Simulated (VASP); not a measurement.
# Fe (Im-3m) in VASP: notebook, part 2 of 2

VASP 6.6.1. Earlier steps stand in the parts before.

## (4) Single point, r2SCAN, collinear spin, antiferromagnetic start

This run uses another cell than the first one: it holds 2 atoms, not 1.

POSCAR

```
Fe
1.0
    2.8834856574      0.0000000000      0.0000000000
    0.0000000000      2.8834856574      0.0000000000
    0.0000000000      0.0000000000      2.8834856574
Fe
2
Direct
    0.0000000000      0.0000000000      0.0000000000
    0.5000000000      0.5000000000      0.5000000000
```

INCAR.step1

```
SYSTEM = Fe
PREC = Accurate ; ENCUT = 520
ISMEAR = -1 ; SIGMA = 0.1
LREAL = .FALSE. ; LASPH = .TRUE.
NELM = 150 ; ISPIN = 2
MAGMOM = 2.777 -2.777 ; LMAXMIX = 4
NBANDS = 19 ; GGA = PE
ALGO = Normal ; EDIFF = 1E-4
LWAVE = .TRUE. ; LCHARG = .FALSE.
```

INCAR.step2

```
SYSTEM = Fe
PREC = Accurate ; ENCUT = 520
EDIFF = 1E-6 ; ISMEAR = -1
SIGMA = 0.1 ; LREAL = .FALSE.
LASPH = .TRUE. ; NELM = 150
ALGO = Normal ; ISIF = 2
LWAVE = .FALSE. ; LCHARG = .TRUE.
ISPIN = 2 ; MAGMOM = 2.777 -2.777
LORBIT = 11 ; LMAXMIX = 4
METAGGA = R2SCAN ; LMIXTAU = .TRUE.
LELF = .TRUE. ; LVHAR = .TRUE.
NBANDS = 19 ; ISTART = 1
```

KPOINTS

```
regular mesh
0
G
  6 6 6
  0 0 0
```

Potentials or basis: VASP PAW PBE potentials, release 64 (Fe).

On the command line:

```
cat potpaw_PBE.64/Fe/POTCAR > POTCAR
cp INCAR.step1 INCAR
mpirun -np 1 vasp_std > vasp.out
cp INCAR.step2 INCAR
mpirun -np 1 vasp_std > vasp.out
```

OUTCAR:

```text
SYSTEM = Fe
   PREC = Accurate
   ENCUT = 520
   EDIFF = 1E-6
   ISMEAR = -1
   LREAL = .FALSE.
   LASPH = .TRUE.
   NELM = 150
   ISIF = 2
   ISPIN = 2
   LORBIT = 11
   METAGGA = R2SCAN
   ISTART = 1

 ion  position               nearest neighbor table
   1  0.000  0.000  0.000-   2 2.50   2 2.50   2 2.50   2 2.50   2 2.50   2 2.50   2 2.50   2 2.50

   2  0.500  0.500  0.500-   1 2.50   1 2.50   1 2.50   1 2.50   1 2.50   1 2.50   1 2.50   1 2.50

  LATTYP: Found a simple cubic cell.
 ALAT       =     2.8834856574

  Lattice vectors:

 A1 = (   2.8834856574,   0.0000000000,   0.0000000000)
 A2 = (   0.0000000000,   2.8834856574,   0.0000000000)
 A3 = (   0.0000000000,   0.0000000000,   2.8834856574)

Analysis of symmetry for initial positions (statically):
=====================================================================
 Subroutine PRICEL returns following result:

  LATTYP: Found a body centered cubic cell.
 ALAT       =     2.8834856574
[... 12 lines left out ...]
 Subroutine GETGRP returns: Found 48 space group operations
 (whereof 48 operations were pure point group operations)
 out of a pool of 48 trial point group operations.

The static configuration has the point symmetry O_h .

Analysis of symmetry for dynamics (positions and initial velocities):
=====================================================================
 Subroutine PRICEL returns following result:

  LATTYP: Found a body centered cubic cell.
 ALAT       =     2.8834856574
[... 12 lines left out ...]
 Subroutine GETGRP returns: Found 48 space group operations
 (whereof 48 operations were pure point group operations)
 out of a pool of 48 trial point group operations.

The dynamic configuration has the point symmetry O_h .

Analysis of structural, dynamic, and magnetic symmetry:
=====================================================================
 Subroutine PRICEL returns following result:

  LATTYP: Found a body centered cubic cell.
 ALAT       =     2.8834856574
[... 12 lines left out ...]
 Subroutine GETGRP returns: Found 48 space group operations
 (whereof 48 operations were pure point group operations)
 out of a pool of 48 trial point group operations.

The overall configuration has the point symmetry O_h .

 Subroutine INISYM returns: Found 48 space group operations
[... 139 lines left out ...]

 E-fermi :   5.9311     XC(G=0): -13.8943

 val. band max:        5.9248566736   @ k =   0.5000   0.3333   0.0000
 cond. band min:       5.9714544736   @ k =   0.5000   0.1667   0.0000
 fundamental gap:      0.0465977999
 Fermi energy:         5.9311145988

 spin component 1

 k-point     1 :       0.0000    0.0000    0.0000
  band No.  band energies     occupation
      1      -3.3588      1.00000
      2       0.7997      1.00000
      3       0.7998      1.00000
      4       3.3316      1.00000
      5       3.3316      1.00000
      6       3.3318      1.00000
[... 416 lines left out ...]
      5       3.3236      1.00000
      6       3.3240      1.00000
[... 11 lines left out ...]
     18      17.1182      0.00000
     19      44.7172      0.00000
 Fermi energy:         5.9311145988

 spin component 2

 k-point     1 :       0.0000    0.0000    0.0000
  band No.  band energies     occupation
      1      -3.3588      1.00000
      2       0.7997      1.00000
      3       0.7998      1.00000
      4       3.3316      1.00000
      5       3.3316      1.00000
      6       3.3318      1.00000
[... 417 lines left out ...]
      6       3.3240      1.00000
[... 11 lines left out ...]
     18      17.1182      0.00000
     19      44.7172      0.00000

------------------------ aborting loop because EDIFF is reached ----------------------------------------

  FORCE on cell =-STRESS in cart. coord.  units (eV):
  Direction    XX          YY          ZZ          XY          YZ          ZX
  --------------------------------------------------------------------------------------
  -------------------------------------------------------------------------------------
  Total       -0.0031954     -0.0031954     -0.0031954     -0.0000000     -0.0000000      0.0000000
  in kB       -0.2135396     -0.2135396     -0.2135396     -0.0000000     -0.0000000      0.0000000
  external PRESSURE =      -0.2135396 kB  Pullay stress =       0.0000000 kB

 VOLUME and BASIS-vectors are now :
 -----------------------------------------------------------------------------
  energy-cutoff  :      520.00
  volume of cell :       23.97
      direct lattice vectors                 reciprocal lattice vectors
     2.883485657  0.000000000  0.000000000     0.346802488  0.000000000  0.000000000
     0.000000000  2.883485657  0.000000000     0.000000000  0.346802488  0.000000000
     0.000000000  0.000000000  2.883485657     0.000000000  0.000000000  0.346802488

 POSITION                                       TOTAL-FORCE (eV/Angst)
 -----------------------------------------------------------------------------------
      0.00000      0.00000      0.00000         0.000000      0.000000      0.000000
      1.44174      1.44174      1.44174        -0.000000     -0.000000     -0.000000
 -----------------------------------------------------------------------------------
    total drift:                                0.000000      0.000000     -0.000000

  FREE ENERGIE OF THE ION-ELECTRON SYSTEM (eV)
  ---------------------------------------------------
  free  energy   TOTEN  =       -27.3358488252 eV

  energy  without entropy=      -27.2283118147  energy(sigma->0) =      -27.28208032

 total charge

# of ion       s       p       d       tot
------------------------------------------
    1        0.495   0.565   6.121   7.181
    2        0.495   0.565   6.121   7.181
--------------------------------------------------
tot          0.990   1.131  12.242  14.363

 magnetization (x)

# of ion       s       p       d       tot
------------------------------------------
    1        0.054   0.059   2.327   2.440
    2       -0.054  -0.059  -2.327  -2.440
--------------------------------------------------
tot          0.000  -0.000   0.000  -0.000
```

OUTCAR.step1:

```text
SYSTEM = Fe
   PREC = Accurate
   ENCUT = 520
   ISMEAR = -1
   LREAL = .FALSE.
   LASPH = .TRUE.
[... 1145 lines left out ...]
      0.00000      0.00000      0.00000        -0.000000     -0.000000      0.000000
      1.44174      1.44174      1.44174         0.000000      0.000000     -0.000000
 -----------------------------------------------------------------------------------
    total drift:                                0.000000      0.000000     -0.000000

  FREE ENERGIE OF THE ION-ELECTRON SYSTEM (eV)
  ---------------------------------------------------
  free  energy   TOTEN  =       -15.6132303248 eV

  energy  without entropy=      -15.4387526267  energy(sigma->0) =      -15.52599148
```

OSZICAR.step1:

```text
N       E                     dE             d eps       ncg     rms          rms(c)
DAV:   1     0.746028719577E+02    0.74603E+02   -0.71366E+03  1640   0.107E+03
DAV:   2    -0.150310929973E+02   -0.89634E+02   -0.78573E+02  1529   0.199E+02
DAV:   3    -0.182958357098E+02   -0.32647E+01   -0.30763E+01  1679   0.485E+01
DAV:   4    -0.183228234628E+02   -0.26988E-01   -0.26969E-01  1704   0.408E+00
DAV:   5    -0.183231352821E+02   -0.31182E-03   -0.31181E-03  1743   0.421E-01    0.153E+01
DAV:   6    -0.158945552021E+02    0.24286E+01   -0.79339E+00  1626   0.569E+01    0.769E+00
DAV:   7    -0.156409589349E+02    0.25360E+00   -0.83154E-01  1646   0.170E+01    0.367E+00
DAV:   8    -0.156262601587E+02    0.14699E-01   -0.97422E-03  1668   0.913E-01    0.122E+00
DAV:   9    -0.156143022973E+02    0.11958E-01   -0.12556E-03  2274   0.701E-01    0.320E-01
DAV:  10    -0.156131901502E+02    0.11121E-02   -0.43538E-04  1735   0.236E-01    0.825E-02
DAV:  11    -0.156132303248E+02   -0.40175E-04   -0.44367E-05   862   0.936E-02
   1 F= -.15613230E+02 E0= -.15525991E+02  d E =-.174478E+00  mag=     0.0000
```

Run time: 2.5 min. Hardware: 1 thread of Intel Xeon 8259CL, shared host; peak memory 0.16 GiB.

Results:

| Item | Value |
| --- | --- |
| Free energy | -27.3358 eV |
| Pressure | 0.0 GPa |
| Band gap on the k mesh | zero (filled and empty bands overlap) |
| Net moment | 0.00 μB per cell |
| Site moments | Fe +2.44, -2.44 μB |
| Valence electrons inside the program's atomic spheres | Fe 7.18 |

Caveat: the k points lie up to 0.36 Å⁻¹ apart, too coarse for converged energies and pressures of a metal; the PAW data sets were made with another functional, which shifts forces and pressure a little.

## (5) The runs side by side

| task | spin | cell | k mesh | cutoff (eV) | smearing | gap on the mesh (eV) | pressure (GPa) | moment (μB) |
| --- | --- | --- | --- | --- | --- | --- | --- | --- |
| single point | collinear, ferromagnetic start | a = 2.580 Å, angles 109.5°, 1 atom, atomic positions A | 25 × 25 × 25 | 520 | fermi-dirac 0.05 eV | none | -15.6 | 2.78 |
| relaxation of cell and atoms | collinear, ferromagnetic start | relaxed from a = 2.482 Å, angles 109.5°, 1 atom, atomic positions A | 15 × 15 × 15 | 600 | fermi-dirac 0.05 eV | none | 0.0 | 2.67 |
| single point | collinear, antiferromagnetic start | a = 2.883 Å, 2 atoms, atomic positions B | 6 × 6 × 6 | 520 | fermi-dirac 0.1 eV | none | 0.0 | 0.00 |

Alike in all rows: level r2SCAN; potentials or basis VASP PAW PBE potentials, release 64 (Fe).

Caveats: some runs use coarse meshes; the PAW data sets were made with another functional, which shifts forces and pressure a little; the cell stands under tension (at least some runs); the relaxation stopped at its first step, so nothing moved (at least some runs).

Total energies depend on the potentials used, so only differences within one code and one set of settings carry meaning.
